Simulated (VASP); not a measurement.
# PtS2 (P-3m1) in VASP: single point with PBE

Aim: the single point of PtS2 with PBE.

Program: VASP 6.6.1. These are calculated values, not measurements. Logs are shortened: lines on timing, memory, paths and dates and some standing lists are left out, and cuts for length are marked.

## (1) The cell of the first run

It takes space group P-3m1 (No. 164, trigonal). Conventional cell: a = 3.730 Å, b = 3.730 Å, c = 5.002 Å, α = 90.00°, β = 90.00°, γ = 120.00°. Pt (site symmetry -3m) has 6 S at 2.51 Å within 3.3 Å. Within 3.4 Å of S (site symmetry 3m) lie 3 Pt at 2.51 Å and 6 S at 3.25 to 3.36 Å.

## (2) Single point, PBE (strained)

Input file INCAR:

```
PREC = Accurate ; ENCUT = 520
EDIFF = 1E-6 ; ISMEAR = 0
SIGMA = 0.05 ; LREAL = F
LASPH = T ; NELM = 100
ALGO = Normal ; ISIF = 2
LWAVE = F ; LCHARG = F
GGA = PE ; NBANDS = 18
```

Input file KPOINTS:

```
regular mesh
0
Gamma
  12 12 8
```

Input file POSCAR:

```
PtS2
1.0
    3.7299615202      0.0000000000      0.0000000000
   -1.8649807601      3.2302414316      0.0000000000
    0.0000000000      0.0000000000      5.0020671480
Pt S
1 2
Direct
    0.0000000000      0.0000000000      0.0000000000
    0.3333333333      0.6666666667      0.2572918842
    0.6666666667      0.3333333333      0.7427081158
```

Potentials or basis: VASP PAW PBE potentials, release 64 (Pt, S).

Started as:

```console
cat potpaw_PBE.64/Pt/POTCAR potpaw_PBE.64/S/POTCAR > POTCAR
mpirun -np 1 vasp_std > vasp.out
```

OUTCAR:

```text
PREC = Accurate
   ENCUT = 520
   EDIFF = 1E-6
   ISMEAR = 0
   LREAL = F
   LASPH = T
   NELM = 100
   ISIF = 2
   GGA = PE

 ion  position               nearest neighbor table
   1  0.000  0.000  0.000-   2 2.51   3 2.51   2 2.51   3 2.51   3 2.51   2 2.51
   2  0.333  0.667  0.257-   1 2.51   1 2.51   1 2.51
   3  0.667  0.333  0.743-   1 2.51   1 2.51   1 2.51

  LATTYP: Found a hexagonal cell.
 ALAT       =     3.7299615202
 C/A-ratio  =     1.3410506036

  Lattice vectors:

 A1 = (   3.7299615202,   0.0000000000,   0.0000000000)
 A2 = (  -1.8649807601,   3.2302414316,   0.0000000000)
 A3 = (   0.0000000000,   0.0000000000,   5.0020671480)

Analysis of symmetry for initial positions (statically):
=====================================================================
 Subroutine PRICEL returns:
 Original cell was already a primitive cell.

 Routine SETGRP: Setting up the symmetry group for a
 hexagonal supercell.

 Subroutine GETGRP returns: Found 12 space group operations
 (whereof 12 operations were pure point group operations)
 out of a pool of 24 trial point group operations.

The static configuration has the point symmetry D_3d.

Analysis of symmetry for dynamics (positions and initial velocities):
=====================================================================
 Subroutine PRICEL returns:
 Original cell was already a primitive cell.

 Routine SETGRP: Setting up the symmetry group for a
 hexagonal supercell.

 Subroutine GETGRP returns: Found 12 space group operations
 (whereof 12 operations were pure point group operations)
 out of a pool of 24 trial point group operations.

The dynamic configuration has the point symmetry D_3d.

 Subroutine INISYM returns: Found 12 space group operations
 (whereof 12 operations are pure point group operations),
 and found     1 'primitive' translations

----------------------------------------------------------------------------------------

                                     Primitive cell

  volume of cell :      60.2683

  direct lattice vectors                    reciprocal lattice vectors
     3.729961520  0.000000000  0.000000000     0.268099281  0.154787192  0.000000000
    -1.864980760  3.230241432  0.000000000     0.000000000  0.309574384  0.000000000
     0.000000000  0.000000000  5.002067148     0.000000000  0.000000000  0.199917348

  length of vectors
     3.729961520  3.729961520  5.002067148     0.309574384  0.309574384  0.199917348

  position of ions in fractional coordinates (direct lattice)
     0.000000000  0.000000000  0.000000000
     0.333333333  0.666666667  0.257291884
     0.666666667  0.333333333  0.742708116

  ion indices of the primitive-cell ions
   primitive index   ion index
                 1           1
                 2           2
                 3           3

----------------------------------------------------------------------------------------

 KPOINTS: regular mesh

Automatic generation of k-mesh.
 Grid dimensions read from file:
 generate k-points for:   12   12    8

 Generating k-lattice:

  Cartesian coordinates                     Fractional coordinates (reciprocal lattice)
     0.022341607  0.012898933  0.000000000     0.083333333 -0.000000000  0.000000000
     0.000000000  0.025797865  0.000000000     0.000000000  0.083333333  0.000000000
     0.000000000  0.000000000  0.024989669     0.000000000  0.000000000  0.125000000

  Length of vectors
     0.025797865  0.025797865  0.024989669

  Shift w.r.t. Gamma in fractional coordinates (k-lattice)
     0.000000000  0.000000000  0.000000000

 Subroutine IBZKPT returns following result:
 ===========================================

 Found    131 irreducible k-points:

 Following reciprocal coordinates:
            Coordinates               Weight
  0.000000  0.000000  0.000000      1.000000
  0.083333  0.000000  0.000000      6.000000
  0.166667  0.000000  0.000000      6.000000
  0.250000  0.000000  0.000000      6.000000
  0.333333  0.000000  0.000000      6.000000
  0.416667  0.000000  0.000000      6.000000
[... 16 lines left out ...]
  0.166667  0.000000  0.125000      6.000000
  0.000000  0.166667  0.125000      6.000000
 [... further k-points ...]
   k-points           NKPTS =    131   k-points in BZ     NKDIM =    131   number of bands    NBANDS=     18
   number of dos      NEDOS =    301   number of ions     NIONS =      3
   total plane-waves  NPLWV =  31360
   dimension x,y,z NGX =    28 NGY =   28 NGZ =   40
   dimension x,y,z NGXF=    56 NGYF=   56 NGZF=   80
   ions per type =               1   2
   NGX,Y,Z   is equivalent  to a cutoff of  12.48, 12.48, 13.29 a.u.
   NGXF,Y,Z  is equivalent  to a cutoff of  24.96, 24.96, 26.59 a.u.
 SYSTEM =  unknown system
   PREC   = accura    normal or accurate (medium, high low for compatibility)
   ISTART =      0    job   : 0-new  1-cont  2-samecut
   ICHARG =      2    charge: 1-file 2-atom 10-const
   ISPIN  =      1    spin polarized calculation?
   LNONCOLLINEAR =      F non collinear calculations
   LSORBIT =      F    spin-orbit coupling
   LASPH  =      T    aspherical Exc in radial PAW
   ENCUT  =  520.0 eV  38.22 Ry    6.18 a.u.   6.94  6.94  9.30*2*pi/ulx,y,z
   NELM   =    100;   NELMIN=  2; NELMDL= -5     # of ELM steps
   EDIFF  = 0.1E-05   stopping-criterion for ELM
   LREAL  =      F    real-space projection
   EDIFFG = 0.1E-04   stopping-criterion for IOM
   NSW    =      0    number of steps for IOM
   IBRION =     -1    ionic relax: 0-MD 1-quasi-New 2-CG
   NFREE  =      0    steps in history (QN), initial steepest desc. (CG)
   ISIF   =      2    stress and relaxation
   ISYM   =      2    0-nonsym 1-usesym 2-fastsym
   POTIM  = 0.5000    time-step for ionic-motion
   TEBEG  =    0.0;   TEEND  =   0.0 temperature during run
   PSTRESS=    0.0 pullay stress
   NELECT =      22.0000    total number of electrons
   NUPDOWN=      -1.0000    fix difference up-down
   EMIN   =  10.00;   EMAX   =-10.00  energy-range for DOS
   EFERMI =   0.00;   METHOD = LEGACY
   ISMEAR =     0;   SIGMA  =   0.05  broadening in eV -4-tet -1-fermi 0-gaus
   EFERMI_NEDOS =   21; number of points for ismear=-14 and -15
   IALGO  =     38    algorithm
   IMIX   =      4    mixing-type and parameters
     AMIX     =   0.40;   BMIX     =  1.00
     AMIX_MAG =   1.60;   BMIX_MAG =  1.00
  volume/ion in A,a.u.               =      20.09       135.57
  Fermi-wavevector in a.u.,A,eV,Ry     =   1.170001  2.210981 18.625036  1.368902
  Thomas-Fermi vector in A             =   2.306465
   LORBIT       =      0    0 simple, 1 ext, 2 COOP (PROOUT), +10 PAW based schemes
   GGA     = PE    functional components
   LHFCALC =     F    Hartree Fock is set to
   AEXX    =    0.0000 exact exchange contribution
   IVDW    =     0    specifies the selected vdW correction
   LEPSILON=     F    determine dielectric tensor
   LRPA    =     F    only Hartree local field effects (RPA)
 non-spin polarized calculation
 Gauss-broadening in eV      SIGMA  =   0.05
  energy-cutoff  :      520.00
  volume of cell :       60.27
 maximum number of plane-waves:      1644
   NGX = 13   NGY = 13   NGZ = 19

 number of electron      21.9999999 magnetization

 Free energy of the ion-electron system (eV)
  ---------------------------------------------------
  ext. energy  EPLUGINS =         0.00000000
  ---------------------------------------------------
  free energy    TOTEN  =       -15.08364222 eV

  energy without entropy =      -15.08361723  energy(sigma->0) =      -15.08362973

 E-fermi :   5.7764     XC(G=0): -10.2751

 val. band max:        5.7286554744   @ k =   0.0000   0.0000   0.0000
 cond. band min:       5.8569784743   @ k =   0.0000   0.3333   0.2500
 fundamental gap:      0.1283229999
 Fermi energy:         5.7764161491

 k-point     1 :       0.0000    0.0000    0.0000
  band No.  band energies     occupation
      1      -8.8220      2.00000
      2      -6.3953      2.00000
      3      -0.5996      2.00000
      4      -0.0370      2.00000
      5      -0.0370      2.00000
      6       2.3459      2.00000
[... 10 lines left out ...]
     17      13.4316      0.00000
     18      17.9325      0.00000

 k-point     2 :       0.0833    0.0000    0.0000
  band No.  band energies     occupation
      1      -8.7529      2.00000
      2      -6.4267      2.00000
      3      -0.5142      2.00000
      4       0.0082      2.00000
      5       0.0229      2.00000
      6       2.2341      2.00000
[... 10 lines left out ...]
     17      13.6414      0.00000
     18      16.5929      0.00000

 k-point     3 :       0.1667    0.0000    0.0000
  band No.  band energies     occupation
      1      -8.5533      2.00000
      2      -6.5135      2.00000
      3      -0.2748      2.00000
      4       0.1326      2.00000
      5       0.2041      2.00000
      6       1.8089      2.00000
[... 10 lines left out ...]
     17      14.1429      0.00000
     18      15.2944      0.00000

 k-point     4 :       0.2500    0.0000    0.0000
  band No.  band energies     occupation
      1      -8.2477      2.00000
      2      -6.6391      2.00000
      3       0.0350      2.00000
      4       0.2990      2.00000
      5       0.5188      2.00000
      6       1.0946      2.00000
[... 375 lines left out ...]
      4       0.0011      2.00000
      5       0.0889      2.00000
      6       2.2044      2.00000
[... 10 lines left out ...]
     17      13.7952      0.00000
     18      15.9819      0.00000

 k-point    23 :       0.1667    0.0000    0.1250
  band No.  band energies     occupation
      1      -8.4960      2.00000
      2      -6.6214      2.00000
      3      -0.1988      2.00000
      4       0.1662      2.00000
      5       0.2509      2.00000
      6       1.8703      2.00000
[... 10 lines left out ...]
     17      13.6988      0.00000
     18      14.8966      0.00000

 k-point    24 :       0.0000    0.1667    0.1250
  band No.  band energies     occupation
      1      -8.5036      2.00000
      2      -6.6004      2.00000
      3      -0.3317      2.00000
      4       0.1076      2.00000
      5       0.3882      2.00000
      6       1.7082      2.00000
[... 10 lines left out ...]
     17      14.5380      0.00000
     18      14.8459      0.00000

 [... further k-points ...]

------------------------ aborting loop because EDIFF is reached ----------------------------------------

  FORCE on cell =-STRESS in cart. coord.  units (eV):
  Direction    XX          YY          ZZ          XY          YZ          ZX
  --------------------------------------------------------------------------------------
  -------------------------------------------------------------------------------------
  Total       -4.9694261     -4.9694261     -3.2869322      0.0000000      0.0000000      0.0000000
  in kB     -132.1076501   -132.1076501    -87.3800871      0.0000000      0.0000000      0.0000000
  external PRESSURE =    -117.1984624 kB  Pullay stress =       0.0000000 kB

 VOLUME and BASIS-vectors are now :
 -----------------------------------------------------------------------------
  energy-cutoff  :      520.00
  volume of cell :       60.27
      direct lattice vectors                 reciprocal lattice vectors
     3.729961520  0.000000000  0.000000000     0.268099281  0.154787192  0.000000000
    -1.864980760  3.230241432  0.000000000     0.000000000  0.309574384  0.000000000
     0.000000000  0.000000000  5.002067148     0.000000000  0.000000000  0.199917348

 POSITION                                       TOTAL-FORCE (eV/Angst)
 -----------------------------------------------------------------------------------
      0.00000      0.00000      0.00000         0.000000      0.000000      0.000000
     -0.00000      2.15349      1.28699        -0.000000      0.000000     -1.440909
      1.86498      1.07675      3.71508         0.000000     -0.000000      1.440909
 -----------------------------------------------------------------------------------
    total drift:                               -0.000000     -0.000000      0.000000

  FREE ENERGIE OF THE ION-ELECTRON SYSTEM (eV)
  ---------------------------------------------------
  free  energy   TOTEN  =       -15.0836422201 eV

  energy  without entropy=      -15.0836172311  energy(sigma->0) =      -15.08362973
```

It took 3.2 min on 1 thread of Intel Xeon 8259CL, shared host; peak memory 0.28 GiB.

What came out:

| Item | Value |
| --- | --- |
| Free energy | -15.0836 eV |
| Pressure | -11.7 GPa |
| Largest force | 1.441 eV/Å |
| Band gap on the k mesh | 0.13 eV (least direct gap 0.57 eV) |

Forces in eV/Å, atoms in the order of the input:
```
Pt   0.000  0.000  0.000
S    0.000  0.000 -1.441
S    0.000  0.000  1.441
```

Caveat: the cell differs from its parent crystal (strained); the cell stands under tension; spin-orbit coupling is left out, which moves the levels of the heavy elements; forces of over 1 eV/Å act on the atoms, so gaps and moduli don't describe the material at rest. A k mesh can miss the band edges.
